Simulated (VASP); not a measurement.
# BaIn3P3 (Pm-3m) in VASP: a series of runs

BaIn3P3 is run at these levels: PBE; tasks: single point, relaxation of cell and atoms.

Everything below comes from runs of VASP 6.6.1. Logs are shortened: lines on timing, memory, paths and dates and some standing lists are left out, and cuts for length are marked.

### 1 The cell of the first run

The structure is cubic, space group Pm-3m (No. 221). The conventional cell has a = 6.036 Å, b = 6.036 Å, c = 6.036 Å, α = 90.00°, β = 90.00°, γ = 90.00°. Within 4.0 Å of Ba (site symmetry m-3m) lie 6 In at 3.02 Å. Within 4.0 Å of In (site symmetry 4/mmm) lie 2 Ba at 3.02 Å and 4 P at 3.02 Å. P (site symmetry 4/mmm) has 4 In at 3.02 Å within 4.0 Å.

### 2 Single point, PBE

The input, INCAR:

```
PREC     = Accurate       # precision mode
ENCUT    = 520            # plane-wave cutoff, eV
EDIFF    = 1E-6           # SCF threshold, eV
ISMEAR   = 0              # smearing method
SIGMA    = 0.1            # smearing width, eV
LREAL    = F              # projectors in reciprocal space
LASPH    = T              # aspherical terms in the spheres
NELM     = 100            # most SCF steps
ALGO     = Normal         # electronic algorithm
ISIF     = 2              # what is computed and relaxed
LWAVE    = F              # write WAVECAR
LCHARG   = F              # write CHGCAR
GGA      = PE             # functional
NBANDS   = 41             # bands
```

The input, KPOINTS:

```
regular mesh
0
Gamma
  4 4 4
```

The input, POSCAR:

```
BaIn3P3
1.0
    6.0361518595      0.0000000000      0.0000000000
    0.0000000000      6.0361518595      0.0000000000
    0.0000000000      0.0000000000      6.0361518595
Ba In P
1 3 3
Direct
    0.5000000000      0.5000000000      0.5000000000
    0.5000000000      0.5000000000      0.0000000000
    0.0000000000      0.5000000000      0.5000000000
    0.5000000000      0.0000000000      0.5000000000
    0.5000000000      0.0000000000      0.0000000000
    0.0000000000      0.5000000000      0.0000000000
    0.0000000000      0.0000000000      0.5000000000
```

Potentials or basis: VASP PAW PBE potentials, release 64 (Ba_sv, In_d, P).

The run is started by

```console
cat potpaw_PBE.64/Ba_sv/POTCAR potpaw_PBE.64/In_d/POTCAR potpaw_PBE.64/P/POTCAR > POTCAR
mpirun -np 1 vasp_std > vasp.out
```

OUTCAR:

```text
PREC = Accurate
   ENCUT = 520
   EDIFF = 1E-6
   ISMEAR = 0
   LREAL = F
   LASPH = T
   NELM = 100
   ISIF = 2
   GGA = PE

 ion  position               nearest neighbor table
   1  0.500  0.500  0.500-   2 3.02   3 3.02   4 3.02   2 3.02   4 3.02   3 3.02
   2  0.500  0.500  0.000-   1 3.02   5 3.02   6 3.02   1 3.02   5 3.02   6 3.02
   3  0.000  0.500  0.500-   1 3.02   6 3.02   7 3.02   6 3.02   7 3.02   1 3.02
   4  0.500  0.000  0.500-   1 3.02   5 3.02   7 3.02   5 3.02   1 3.02   7 3.02
   5  0.500  0.000  0.000-   2 3.02   4 3.02   4 3.02   2 3.02
   6  0.000  0.500  0.000-   2 3.02   3 3.02   3 3.02   2 3.02
   7  0.000  0.000  0.500-   3 3.02   4 3.02   3 3.02   4 3.02

  LATTYP: Found a simple cubic cell.
 ALAT       =     6.0361518595

  Lattice vectors:

 A1 = (   6.0361518595,   0.0000000000,   0.0000000000)
 A2 = (   0.0000000000,   6.0361518595,   0.0000000000)
 A3 = (   0.0000000000,   0.0000000000,   6.0361518595)

Analysis of symmetry for initial positions (statically):
=====================================================================
 Subroutine PRICEL returns:
 Original cell was already a primitive cell.

 Routine SETGRP: Setting up the symmetry group for a
 simple cubic supercell.

 Subroutine GETGRP returns: Found 48 space group operations
 (whereof 48 operations were pure point group operations)
 out of a pool of 48 trial point group operations.

The static configuration has the point symmetry O_h .

Analysis of symmetry for dynamics (positions and initial velocities):
=====================================================================
 Subroutine PRICEL returns:
 Original cell was already a primitive cell.

 Routine SETGRP: Setting up the symmetry group for a
 simple cubic supercell.

 Subroutine GETGRP returns: Found 48 space group operations
 (whereof 48 operations were pure point group operations)
 out of a pool of 48 trial point group operations.

The dynamic configuration has the point symmetry O_h .

 Subroutine INISYM returns: Found 48 space group operations
 (whereof 48 operations are pure point group operations),
 and found     1 'primitive' translations

----------------------------------------------------------------------------------------

                                     Primitive cell

  volume of cell :     219.9280

  direct lattice vectors                    reciprocal lattice vectors
     6.036151860  0.000000000  0.000000000     0.165668463  0.000000000  0.000000000
     0.000000000  6.036151860  0.000000000     0.000000000  0.165668463  0.000000000
     0.000000000  0.000000000  6.036151860     0.000000000  0.000000000  0.165668463

  length of vectors
     6.036151860  6.036151860  6.036151860     0.165668463  0.165668463  0.165668463

  position of ions in fractional coordinates (direct lattice)
     0.500000000  0.500000000  0.500000000
     0.500000000  0.500000000  0.000000000
     0.000000000  0.500000000  0.500000000
     0.500000000  0.000000000  0.500000000
     0.500000000  0.000000000  0.000000000
     0.000000000  0.500000000  0.000000000
     0.000000000  0.000000000  0.500000000

  ion indices of the primitive-cell ions
   primitive index   ion index
                 1           1
                 2           2
                 3           3
                 4           4
                 5           5
                 6           6
                 7           7

----------------------------------------------------------------------------------------

 KPOINTS: regular mesh

Automatic generation of k-mesh.
 Grid dimensions read from file:
 generate k-points for:    4    4    4

 Generating k-lattice:

  Cartesian coordinates                     Fractional coordinates (reciprocal lattice)
     0.041417116  0.000000000  0.000000000     0.250000000  0.000000000  0.000000000
     0.000000000  0.041417116  0.000000000     0.000000000  0.250000000  0.000000000
     0.000000000  0.000000000  0.041417116     0.000000000  0.000000000  0.250000000

  Length of vectors
     0.041417116  0.041417116  0.041417116

  Shift w.r.t. Gamma in fractional coordinates (k-lattice)
     0.000000000  0.000000000  0.000000000

 Subroutine IBZKPT returns following result:
 ===========================================

 Found     10 irreducible k-points:

 Following reciprocal coordinates:
            Coordinates               Weight
  0.000000  0.000000  0.000000      1.000000
  0.250000  0.000000  0.000000      6.000000
  0.500000  0.000000  0.000000      3.000000
  0.250000  0.250000  0.000000     12.000000
  0.500000  0.250000  0.000000     12.000000
  0.500000  0.500000  0.000000      3.000000
  0.250000  0.250000  0.250000      8.000000
  0.500000  0.250000  0.250000     12.000000
  0.500000  0.500000  0.250000      6.000000
  0.500000  0.500000  0.500000      1.000000
   k-points           NKPTS =     10   k-points in BZ     NKDIM =     10   number of bands    NBANDS=     41
   number of dos      NEDOS =    301   number of ions     NIONS =      7
   total plane-waves  NPLWV = 110592
   dimension x,y,z NGX =    48 NGY =   48 NGZ =   48
   dimension x,y,z NGXF=    96 NGYF=   96 NGZF=   96
   ions per type =               1   3   3
   NGX,Y,Z   is equivalent  to a cutoff of  13.22, 13.22, 13.22 a.u.
   NGXF,Y,Z  is equivalent  to a cutoff of  26.44, 26.44, 26.44 a.u.
 SYSTEM =  unknown system
   PREC   = accura    normal or accurate (medium, high low for compatibility)
   ISTART =      0    job   : 0-new  1-cont  2-samecut
   ICHARG =      2    charge: 1-file 2-atom 10-const
   ISPIN  =      1    spin polarized calculation?
   LNONCOLLINEAR =      F non collinear calculations
   LSORBIT =      F    spin-orbit coupling
   LASPH  =      T    aspherical Exc in radial PAW
   ENCUT  =  520.0 eV  38.22 Ry    6.18 a.u.  11.22 11.22 11.22*2*pi/ulx,y,z
   NELM   =    100;   NELMIN=  2; NELMDL= -5     # of ELM steps
   EDIFF  = 0.1E-05   stopping-criterion for ELM
   LREAL  =      F    real-space projection
   EDIFFG = 0.1E-04   stopping-criterion for IOM
   NSW    =      0    number of steps for IOM
   IBRION =     -1    ionic relax: 0-MD 1-quasi-New 2-CG
   NFREE  =      0    steps in history (QN), initial steepest desc. (CG)
   ISIF   =      2    stress and relaxation
   ISYM   =      2    0-nonsym 1-usesym 2-fastsym
   POTIM  = 0.5000    time-step for ionic-motion
   TEBEG  =    0.0;   TEEND  =   0.0 temperature during run
   PSTRESS=    0.0 pullay stress
   NELECT =      64.0000    total number of electrons
   NUPDOWN=      -1.0000    fix difference up-down
   EMIN   =  10.00;   EMAX   =-10.00  energy-range for DOS
   EFERMI =   0.00;   METHOD = LEGACY
   ISMEAR =     0;   SIGMA  =   0.10  broadening in eV -4-tet -1-fermi 0-gaus
   EFERMI_NEDOS =   21; number of points for ismear=-14 and -15
   IALGO  =     38    algorithm
   IMIX   =      4    mixing-type and parameters
     AMIX     =   0.40;   BMIX     =  1.00
     AMIX_MAG =   1.60;   BMIX_MAG =  1.00
  volume/ion in A,a.u.               =      31.42       212.02
  Fermi-wavevector in a.u.,A,eV,Ry     =   1.084862  2.050093 16.013057  1.176926
  Thomas-Fermi vector in A             =   2.220963
   LORBIT       =      0    0 simple, 1 ext, 2 COOP (PROOUT), +10 PAW based schemes
   GGA     = PE    functional components
   LHFCALC =     F    Hartree Fock is set to
   AEXX    =    0.0000 exact exchange contribution
   IVDW    =     0    specifies the selected vdW correction
   LEPSILON=     F    determine dielectric tensor
   LRPA    =     F    only Hartree local field effects (RPA)
 non-spin polarized calculation
 Gauss-broadening in eV      SIGMA  =   0.10
  energy-cutoff  :      520.00
  volume of cell :      219.93
 maximum number of plane-waves:      5940
 NGX is ok and might be reduce to    48
   NGX = 23   NGY = 23   NGZ = 23

 number of electron      64.0000033 magnetization

 Free energy of the ion-electron system (eV)
  ---------------------------------------------------
  ext. energy  EPLUGINS =         0.00000000
  ---------------------------------------------------
  free energy    TOTEN  =       -19.86348584 eV

  energy without entropy =      -19.83450822  energy(sigma->0) =      -19.84899703

 E-fermi :   3.5408     XC(G=0):  -8.7648

 val. band max:        3.5176154714   @ k =   0.2500   0.0000   0.0000
 cond. band min:       3.6258575208   @ k =   0.0000   0.0000   0.0000
 fundamental gap:      0.1082420494
 Fermi energy:         3.5408060613

 k-point     1 :       0.0000    0.0000    0.0000
  band No.  band energies     occupation
      1     -24.6928      2.00000
      2     -11.0664      2.00000
      3     -11.0664      2.00000
      4     -11.0206      2.00000
      5     -10.9470      2.00000
      6     -10.9470      2.00000
[... 33 lines left out ...]
     40       7.2189      0.00000
     41       8.7417      0.00000

 k-point     2 :       0.2500    0.0000    0.0000
  band No.  band energies     occupation
      1     -24.6905      2.00000
      2     -11.3254      2.00000
      3     -11.0650      2.00000
      4     -11.0336      2.00000
      5     -10.9531      2.00000
      6     -10.9531      2.00000
[... 33 lines left out ...]
     40       7.0583      0.00000
     41       8.2297      0.00000

 k-point     3 :       0.5000    0.0000    0.0000
  band No.  band energies     occupation
      1     -24.6881      2.00000
      2     -11.5160      2.00000
      3     -11.0638      2.00000
      4     -11.0330      2.00000
      5     -10.9636      2.00000
      6     -10.9636      2.00000
[... 33 lines left out ...]
     40       6.5961      0.00000
     41       6.6240      0.00000

 k-point     4 :       0.2500    0.2500    0.0000
  band No.  band energies     occupation
      1     -24.6881      2.00000
      2     -11.3412      2.00000
      3     -11.3291      2.00000
      4     -11.0476      2.00000
      5     -10.9769      2.00000
      6     -10.9343      2.00000
[... 33 lines left out ...]
     40       6.9763      0.00000
     41       7.9516      0.00000

 k-point     5 :       0.5000    0.2500    0.0000
  band No.  band energies     occupation
      1     -24.6858      2.00000
      2     -11.5252      2.00000
      3     -11.3452      2.00000
      4     -11.0466      2.00000
      5     -10.9952      2.00000
      6     -10.9268      2.00000
[... 33 lines left out ...]
     40       6.5263      0.00000
     41       6.5778      0.00000

 k-point     6 :       0.5000    0.5000    0.0000
  band No.  band energies     occupation
      1     -24.6834      2.00000
      2     -11.5343      2.00000
      3     -11.5343      2.00000
      4     -11.0454      2.00000
      5     -11.0172      2.00000
      6     -10.9150      2.00000
[... 33 lines left out ...]
     40       6.1362      0.00000
     41       6.5665      0.00000

 k-point     7 :       0.2500    0.2500    0.2500
  band No.  band energies     occupation
      1     -24.6858      2.00000
      2     -11.3512      2.00000
      3     -11.3512      2.00000
      4     -11.3327      2.00000
      5     -10.9387      2.00000
      6     -10.9311      2.00000
[... 33 lines left out ...]
     40       6.3403      0.00000
     41       8.2918      0.00000

 k-point     8 :       0.5000    0.2500    0.2500
  band No.  band energies     occupation
      1     -24.6834      2.00000
      2     -11.5344      2.00000
      3     -11.3612      2.00000
      4     -11.3493      2.00000
      5     -10.9372      2.00000
      6     -10.9248      2.00000
[... 33 lines left out ...]
     40       6.1776      0.00000
     41       7.5257      0.00000

 k-point     9 :       0.5000    0.5000    0.2500
  band No.  band energies     occupation
      1     -24.6811      2.00000
      2     -11.5435      2.00000
      3     -11.5435      2.00000
      4     -11.3655      2.00000
      5     -10.9331      2.00000
      6     -10.9206      2.00000
[... 33 lines left out ...]
     40       5.9875      0.00000
     41       6.8401      0.00000

 k-point    10 :       0.5000    0.5000    0.5000
  band No.  band energies     occupation
      1     -24.6787      2.00000
      2     -11.5526      2.00000
      3     -11.5526      2.00000
      4     -11.5526      2.00000
      5     -10.9235      2.00000
      6     -10.9235      2.00000
[... 33 lines left out ...]
     40       5.7270      0.00000
     41       6.5716      0.00000

------------------------ aborting loop because EDIFF is reached ----------------------------------------

  FORCE on cell =-STRESS in cart. coord.  units (eV):
  Direction    XX          YY          ZZ          XY          YZ          ZX
  --------------------------------------------------------------------------------------
  -------------------------------------------------------------------------------------
  Total        0.2861444      0.2861444      0.2861444      0.0000000      0.0000000     -0.0000000
  in kB        2.0845645      2.0845645      2.0845645      0.0000000      0.0000000     -0.0000000
  external PRESSURE =       2.0845645 kB  Pullay stress =       0.0000000 kB

 VOLUME and BASIS-vectors are now :
 -----------------------------------------------------------------------------
  energy-cutoff  :      520.00
  volume of cell :      219.93
      direct lattice vectors                 reciprocal lattice vectors
     6.036151860  0.000000000  0.000000000     0.165668463  0.000000000  0.000000000
     0.000000000  6.036151860  0.000000000     0.000000000  0.165668463  0.000000000
     0.000000000  0.000000000  6.036151860     0.000000000  0.000000000  0.165668463

 POSITION                                       TOTAL-FORCE (eV/Angst)
 -----------------------------------------------------------------------------------
      3.01808      3.01808      3.01808         0.000000      0.000000      0.000000
      3.01808      3.01808      0.00000         0.000000      0.000000      0.000000
      0.00000      3.01808      3.01808         0.000000      0.000000      0.000000
      3.01808      0.00000      3.01808         0.000000      0.000000      0.000000
      3.01808      0.00000      0.00000         0.000000      0.000000      0.000000
      0.00000      3.01808      0.00000         0.000000      0.000000      0.000000
      0.00000      0.00000      3.01808         0.000000      0.000000      0.000000
 -----------------------------------------------------------------------------------
    total drift:                                0.000000      0.000000     -0.000000

  FREE ENERGIE OF THE ION-ELECTRON SYSTEM (eV)
  ---------------------------------------------------
  free  energy   TOTEN  =       -19.8634858389 eV

  energy  without entropy=      -19.8345082238  energy(sigma->0) =      -19.84899703
```

It took 65 s on 1 thread of Intel Xeon Platinum 8488C (Sapphire Rapids), shared host; peak memory 0.36 GiB.

What came out:

```
Free energy            : -19.8635 eV
Pressure               : 0.2 GPa
Band gap on the k mesh : zero (band 32 reaches 3.89 eV, above the bottom of band 33 at 3.37 eV)
```

Caveat: spin-orbit coupling is left out, which moves the levels of the heavy elements.

(Part 1 of 2 ends here.)
